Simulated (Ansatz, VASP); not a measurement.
Cu3O2: VASP beside Ansatz

File INCAR:

```
SYSTEM = Cu3O2
  ALGO = Normal
  EDIFF = 1E-6
  ENCUT = 820
  GGA = PS
  GGA_COMPAT = .FALSE.
  ISIF = 2
  ISMEAR = -1
  LASPH = .TRUE.
  LCHARG = .FALSE.
  LREAL = .FALSE.
  LWAVE = .FALSE.
  NBANDS = 42
  NELM = 120
  PREC = Accurate
  SIGMA = 0.05
```

The input KPOINTS:

```
k-points
0
G
  8 8 8
  0 0 0
```

The input POSCAR:

```
Cu3O2
1.0
   -2.0229820000      2.0229820000      3.7103531700
    2.0229820000     -2.0229820000      3.7103531700
    2.0229820000      2.0229820000     -3.7103531700
Cu O
3 2
Direct
    0.0000000000      0.0000000000      0.0000000000
    0.7500000000      0.2500000000      0.5000000000
    0.2500000000      0.7500000000      0.5000000000
    0.5000000000      0.0000000000      0.5000000000
    0.0000000000      0.5000000000      0.5000000000
```

File input.yaml:

```yaml
crystal:
  lattice:
    - [-2.022982, 2.022982, 3.71035317]
    - [2.022982, -2.022982, 3.71035317]
    - [2.022982, 2.022982, -3.71035317]
  atoms:
    - { symbol: Cu, position: [0.0, 0.0, 0.0] }
    - { symbol: Cu, position: [0.75, 0.25, 0.5] }
    - { symbol: Cu, position: [0.25, 0.75, 0.5] }
    - { symbol: O, position: [0.5, 0.0, 0.5] }
    - { symbol: O, position: [0.0, 0.5, 0.5] }
hamiltonian:
  xc: pbesol
  pseudopotentials: { kind: paw }
kpoints:
  mp_grid: { grid: [8, 8, 8] }
  band_path:
    path:
      - [[0.0, 0.0, 0.0], [0.5, -0.5, 0.0], [0.5, -0.5, 0.1486358399], [0.32431792, -0.32431792, 0.32431792], [0.0, 0.0, 0.0], [0.5, 0.5, -0.5], [0.67568208, 0.32431792, -0.32431792], [0.5, 0.0, 0.0], [0.75, -0.25, -0.25], [0.8513641601, 0.1486358399, -0.5], [0.5, 0.5, -0.5]]
      - [[0.5, -0.5, 0.0], [0.75, -0.25, -0.25]]
    npoints: 14
scf:
  occupations: { method: fermi_dirac, width: 0.05 }
  n_extra_bands: 12
output:
  forces: true
  stress: true
  eigenvalues: true
  fatbands: true
```

Alike in both runs: functional PBEsol; k mesh 8 × 8 × 8; occupations fermi-dirac, width 0.05 eV; no spin polarisation.

|  | VASP | Ansatz |
| --- | --- | --- |
| version | VASP 6.6.1 | Ansatz 0.2.0 |
| potentials or method | VASP PAW PBE potentials, release 64 (Cu_sv_GW, O) | Ansatz PAW |
| plane-wave cutoff (eV) | 820 | 420 |
| valence electrons in the cell | 69 | 69 |
| task | single point | band structure |

|  | VASP | Ansatz | Ansatz less VASP |
| --- | --- | --- | --- |
| gap on the k mesh at the Fermi level (eV) | none | none | - |
| pressure (GPa) | -9.0 | -8.1 | +0.87 |
| traceless stress, the component that is largest in VASP (GPa) | -5.22 | -5.31 | -0.092 |

VASP's potentials were made for PBE, not for PBEsol. A gap of «none» marks a metal or a gap that the smearing closes. With one functional, cell and mesh, what is left measures potentials, basis and numerics.
